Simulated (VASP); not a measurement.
# MgI2 (P-3m1) in VASP: a series of runs

Runs on MgI2. Level: PBE. Tasks: single point.

Program: VASP 6.6.1. These are calculated values, not measurements. Logs are shortened: lines on timing, memory, paths and dates and some standing lists are left out, and cuts for length are marked.

**1. The cell of the first run**

The structure is trigonal, space group P-3m1 (No. 164). Conventional cell: a = 4.216 Å, b = 4.216 Å, c = 7.068 Å, α = 90.00°, β = 90.00°, γ = 120.00°. Within 3.9 Å of Mg (site symmetry -3m) lie 6 I at 2.98 Å. Within 3.9 Å of I (site symmetry 3m) lie 3 Mg at 2.98 Å.

**2. Single point, PBE (strain +0.015 along x and y, +0.030 along z)**

INCAR reads:

```
SYSTEM = MgI2
PREC = Accurate
ENCUT = 520
EDIFF = 1E-6
ISMEAR = 0
SIGMA = 0.05
LREAL = .FALSE.
LASPH = .TRUE.
NELM = 60
ALGO = Normal
ISIF = 2
LWAVE = .FALSE.
LCHARG = .FALSE.
GGA = PE
NBANDS = 15
```

KPOINTS reads:

```
regular mesh
0
G
  6 6 4
  0 0 0
```

POSCAR reads:

```
MgI2
1.0
    4.2160056232      0.0000000000      0.0000000000
   -2.1080028116      3.6511679722      0.0000000000
    0.0000000000      0.0000000000      7.0678600000
Mg I
1 2
Direct
    0.0000000000      0.0000000000      0.0000000000
    0.3333333333      0.6666666667      0.7576300000
    0.6666666667      0.3333333333      0.2423700000
```

Potentials or basis: VASP PAW PBE potentials, release 64 (Mg, I).

On the command line:

```console
$ cat potpaw_PBE.64/Mg/POTCAR potpaw_PBE.64/I/POTCAR > POTCAR
$ mpirun -np 1 vasp_std > vasp.out
```

OUTCAR:

```text
SYSTEM = MgI2
   PREC = Accurate
   ENCUT = 520
   EDIFF = 1E-6
   ISMEAR = 0
   LREAL = .FALSE.
   LASPH = .TRUE.
   NELM = 60
   ISIF = 2
   GGA = PE

 ion  position               nearest neighbor table
   1  0.000  0.000  0.000-   2 2.98   3 2.98   3 2.98   2 2.98   3 2.98   2 2.98
   2  0.333  0.667  0.758-   1 2.98   1 2.98   1 2.98
   3  0.667  0.333  0.242-   1 2.98   1 2.98   1 2.98

  LATTYP: Found a hexagonal cell.
 ALAT       =     4.2160056232
 C/A-ratio  =     1.6764351454

  Lattice vectors:

 A1 = (   4.2160056232,   0.0000000000,   0.0000000000)
 A2 = (  -2.1080028116,   3.6511679722,   0.0000000000)
 A3 = (   0.0000000000,   0.0000000000,   7.0678600000)

Analysis of symmetry for initial positions (statically):
=====================================================================
 Subroutine PRICEL returns:
 Original cell was already a primitive cell.

 Routine SETGRP: Setting up the symmetry group for a
 hexagonal supercell.

 Subroutine GETGRP returns: Found 12 space group operations
 (whereof 12 operations were pure point group operations)
 out of a pool of 24 trial point group operations.

The static configuration has the point symmetry D_3d.

Analysis of symmetry for dynamics (positions and initial velocities):
=====================================================================
 Subroutine PRICEL returns:
 Original cell was already a primitive cell.

 Routine SETGRP: Setting up the symmetry group for a
 hexagonal supercell.

 Subroutine GETGRP returns: Found 12 space group operations
 (whereof 12 operations were pure point group operations)
 out of a pool of 24 trial point group operations.

The dynamic configuration has the point symmetry D_3d.

 Subroutine INISYM returns: Found 12 space group operations
 (whereof 12 operations are pure point group operations),
 and found     1 'primitive' translations

----------------------------------------------------------------------------------------

                                     Primitive cell

  volume of cell :     108.7980

  direct lattice vectors                    reciprocal lattice vectors
     4.216005623  0.000000000  0.000000000     0.237191334  0.136942481  0.000000000
    -2.108002812  3.651167972  0.000000000     0.000000000  0.273884962  0.000000000
     0.000000000  0.000000000  7.067860000     0.000000000  0.000000000  0.141485542

  length of vectors
     4.216005623  4.216005623  7.067860000     0.273884962  0.273884962  0.141485542

  position of ions in fractional coordinates (direct lattice)
[... 93 lines left out ...]
   EMIN   =  10.00;   EMAX   =-10.00  energy-range for DOS
   EFERMI =   0.00;   METHOD = LEGACY
   ISMEAR =     0;   SIGMA  =   0.05  broadening in eV -4-tet -1-fermi 0-gaus
   EFERMI_NEDOS =   21; number of points for ismear=-14 and -15
   IALGO  =     38    algorithm
   IMIX   =      4    mixing-type and parameters
     AMIX     =   0.40;   BMIX     =  1.00
     AMIX_MAG =   1.60;   BMIX_MAG =  1.00
  volume/ion in A,a.u.               =      36.27       244.74
  Fermi-wavevector in a.u.,A,eV,Ry     =   0.864121  1.632952 10.159538  0.746705
  Thomas-Fermi vector in A             =   1.982171
   LORBIT       =      0    0 simple, 1 ext, 2 COOP (PROOUT), +10 PAW based schemes
   GGA     = PE    functional components
   LHFCALC =     F    Hartree Fock is set to
   AEXX    =    0.0000 exact exchange contribution
   IVDW    =     0    specifies the selected vdW correction
   LEPSILON=     F    determine dielectric tensor
   LRPA    =     F    only Hartree local field effects (RPA)
 non-spin polarized calculation
 Gauss-broadening in eV      SIGMA  =   0.05
  energy-cutoff  :      520.00
  volume of cell :      108.80
 maximum number of plane-waves:      2982
 NGX is ok and might be reduce to    32
   NGX = 15   NGY = 15   NGZ = 27

 number of electron      15.9999998 magnetization

 Free energy of the ion-electron system (eV)
  ---------------------------------------------------
  ext. energy  EPLUGINS =         0.00000000
  ---------------------------------------------------
  free energy    TOTEN  =        -7.70808978 eV

  energy without entropy =       -7.70808978  energy(sigma->0) =       -7.70808978

 E-fermi :   2.0091     XC(G=0):  -7.9704

 val. band max:        1.7290215199   @ k =   0.0000   0.0000   0.0000
 cond. band min:       5.2245117591   @ k =   0.5000   0.0000   0.5000
 fundamental gap:      3.4954902393
 Fermi energy:         2.0090881893

 k-point     1 :       0.0000    0.0000    0.0000
  band No.  band energies     occupation
      1     -10.0575      2.00000
      2      -9.4682      2.00000
      3      -1.5162      2.00000
      4       1.4066      2.00000
      5       1.4066      2.00000
      6       1.7216      2.00000
      7       1.7290      2.00000
      8       1.7290      2.00000
      9       5.2564      0.00000
     10       6.5731      0.00000
     11       8.4456      0.00000
     12       8.4456      0.00000
     13       9.2169      0.00000
     14       9.9549      0.00000
[... 401 lines left out ...]
      2      -9.2938      2.00000
      3      -1.1639      2.00000
      4      -0.7328      2.00000
      5      -0.7328      2.00000
      6      -0.2429      2.00000
      7       1.2497      2.00000
      8       1.2497      2.00000
      9       6.3244      0.00000
     10       7.5030      0.00000
     11       7.5030      0.00000
     12       9.0945      0.00000
     13       9.9690      0.00000
     14      10.3587      0.00000
     15      10.5520      0.00000

------------------------ aborting loop because EDIFF is reached ----------------------------------------

  FORCE on cell =-STRESS in cart. coord.  units (eV):
  Direction    XX          YY          ZZ          XY          YZ          ZX
  --------------------------------------------------------------------------------------
  -------------------------------------------------------------------------------------
  Total       -0.3226933     -0.3226933     -0.3937001      0.0000000     -0.0000000      0.0000000
  in kB       -4.7520339     -4.7520339     -5.7976927      0.0000000     -0.0000000      0.0000000
  external PRESSURE =      -5.1005869 kB  Pullay stress =       0.0000000 kB

 VOLUME and BASIS-vectors are now :
 -----------------------------------------------------------------------------
  energy-cutoff  :      520.00
  volume of cell :      108.80
      direct lattice vectors                 reciprocal lattice vectors
     4.216005623  0.000000000  0.000000000     0.237191334  0.136942481  0.000000000
    -2.108002812  3.651167972  0.000000000     0.000000000  0.273884962  0.000000000
     0.000000000  0.000000000  7.067860000     0.000000000  0.000000000  0.141485542

 POSITION                                       TOTAL-FORCE (eV/Angst)
 -----------------------------------------------------------------------------------
      0.00000      0.00000      0.00000        -0.000000      0.000000      0.000000
     -0.00000      2.43411      5.35482        -0.000000     -0.000000      0.272805
      2.10800      1.21706      1.71304         0.000000      0.000000     -0.272805
 -----------------------------------------------------------------------------------
    total drift:                               -0.000000      0.000000     -0.000000

  FREE ENERGIE OF THE ION-ELECTRON SYSTEM (eV)
  ---------------------------------------------------
  free  energy   TOTEN  =        -7.7080897760 eV

  energy  without entropy=       -7.7080897760  energy(sigma->0) =       -7.70808978
```

Run time: 46 s. Hardware: 1 thread of Intel Xeon 8259CL, shared host; peak memory 0.24 GiB.

Results:

```
Free energy            : -7.7081 eV
Pressure               : -0.5 GPa
Largest force          : 0.273 eV/Å
Band gap on the k mesh : 3.50 eV (least direct gap 3.53 eV)
```

Forces in eV/Å, atoms in the order of the input:
```
Mg   0.000  0.000  0.000
I    0.000  0.000  0.273
I    0.000  0.000 -0.273
```

Caveat: the cell differs from its parent crystal (strain +0.015 along x and y, +0.030 along z); spin-orbit coupling is left out, which moves the levels of the heavy elements; this functional lacks dispersion, which binds the layers, so the pressure and a relaxed spacing across them are unreliable.

**3. Single point, PBE (strain +0.030 along x and y, +0.015 along z)**

INCAR reads:

```
PREC     = Accurate       # precision mode
ENCUT    = 520            # plane-wave cutoff, eV
EDIFF    = 1E-6           # SCF threshold, eV
ISMEAR   = 0              # smearing method
SIGMA    = 0.05           # smearing width, eV
LREAL    = F              # projectors in reciprocal space
LASPH    = T              # aspherical terms in the spheres
NELM     = 100            # most SCF steps
ALGO     = Normal         # electronic algorithm
ISIF     = 2              # what is computed and relaxed
LWAVE    = F              # write WAVECAR
LCHARG   = T              # write CHGCAR
GGA      = PE             # functional
LELF     = T              # ELF
LVHAR    = T            
NBANDS   = 15             # bands
```

KPOINTS reads:

```
regular mesh
0
Gamma
  6 6 4
```

POSCAR reads:

```
MgI2
1.0
    4.2783111250      0.0000000000      0.0000000000
   -2.1391555625      3.7051261196      0.0000000000
    0.0000000000      0.0000000000      6.9649300000
Mg I
1 2
Direct
    0.0000000000      0.0000000000      0.0000000000
    0.3333333333      0.6666666667      0.7576300000
    0.6666666667      0.3333333333      0.2423700000
```

Potentials or basis: VASP PAW PBE potentials, release 64 (Mg, I).

On the command line:

```console
$ cat potpaw_PBE.64/Mg/POTCAR potpaw_PBE.64/I/POTCAR > POTCAR
$ mpirun -np 1 vasp_std > vasp.out
```

Run time: 72 s. Hardware: 1 thread of Intel Xeon 8259CL, shared host; peak memory 0.24 GiB.

The run converged. Its results:

* Free energy: -7.6969 eV
* Pressure: -0.9 GPa
* Largest force: 0.260 eV/Å
* Band gap on the k mesh: 3.31 eV

Forces on the atoms (eV/Å):
```
Mg   0.000  0.000  0.000
I    0.000  0.000  0.260
I    0.000  0.000 -0.260
```

Stress tensor (GPa, compression positive):
```
-1.13  0.00  0.00
 0.00 -1.13  0.00
 0.00  0.00 -0.42
```

Levels at points of the mesh, in eV from the valence-band top:
```csv
k point,band 4,band 5,band 6,band 7,band 8,band 9,band 10,band 11,band 12,band 13
"(0.00, 0.00, 0.00)",-0.52,-0.52,-0.18,-0.18,0.00,3.31,4.63,6.48,6.48,7.55
"(0.50, 0.00, 0.00)",-2.56,-1.69,-1.34,-0.82,-0.47,3.48,5.23,5.58,6.77,7.80
"(0.00, 0.00, 0.50)",-1.28,-0.42,-0.42,-0.27,-0.27,4.21,4.67,6.31,6.31,7.72
"(0.50, 0.00, 0.50)",-2.91,-1.18,-1.04,-0.73,-0.69,3.37,5.18,5.82,6.10,7.45
```

Caveat: the cell differs from its parent crystal (strain +0.030 along x and y, +0.015 along z); spin-orbit coupling is left out, which moves the levels of the heavy elements; this functional lacks dispersion, which binds the layers, so the pressure and a relaxed spacing across them are unreliable.

(Continued in part 2 of 2.)
